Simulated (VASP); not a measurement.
## Ni: single point with PBE

Crystal: Ni.

```
Ni
1.0
     0.00000    1.73819    1.73819
     1.73819    0.00000    1.73819
     1.73819    1.73819    0.00000
Ni
1
Cartesian
  0.0000 0.0000 0.0000
```

- Program: VASP 6.6.1
- Task: single point
- Functional: PBE
- Potentials or basis: VASP PAW PBE potentials, release 64 (Ni)
- Cutoff: 600 eV
- k mesh: 4 × 4 × 4
- Occupations: fermi-dirac, width 0.1 eV
- Spin: collinear spin, ferromagnetic start
- Starting moments: [1.0] μB
- Dipole correction: no
- Further INCAR settings: ALGO = Normal; EDIFF = 1e-06; NBANDS = 15

```json
{
 "Pressure": "3.2 GPa",
 "Net moment": "0.58 μB per cell",
 "Site moments": "Ni +0.60 μB",
 "Valence electrons inside the program's atomic spheres": "Ni 9.37"
}
```

Levels at points of the mesh, in eV from the Fermi level:
Spin up:
| k point | band 2 | band 3 | band 4 | band 5 | band 6 | band 7 | band 8 | band 9 |
| --- | --- | --- | --- | --- | --- | --- | --- | --- |
| (0.00, 0.00, 0.00) | -2.56 | -2.56 | -2.56 | -1.35 | -1.35 | 24.01 | 28.14 | 28.14 |
| (0.50, 0.00, 0.00) | -2.56 | -2.56 | -0.64 | -0.64 | -0.37 | 5.89 | 22.48 | 25.28 |
| (0.50, 0.50, 0.00) | -4.42 | -0.60 | -0.50 | -0.50 | 2.45 | 9.50 | 15.14 | 15.14 |
Spin down:
```tsv
k point	band 1	band 2	band 3	band 4	band 5	band 6	band 7	band 8
(0.00, 0.00, 0.00)	-9.32	-1.86	-1.86	-1.86	-0.77	-0.77	23.85	28.11
(0.50, 0.00, 0.00)	-4.66	-1.97	-1.97	-0.45	0.07	0.07	6.28	22.33
(0.50, 0.50, 0.00)	-4.58	-3.85	0.00	0.31	0.31	2.40	9.73	15.13
```

It took 5.3 s on 1 thread of Intel(R) Xeon(R) Platinum 8488C (Sapphire Rapids), with other jobs on the host, peak memory 0.13 GiB.

Caveat: the k points lie up to 0.78 Å⁻¹ apart.
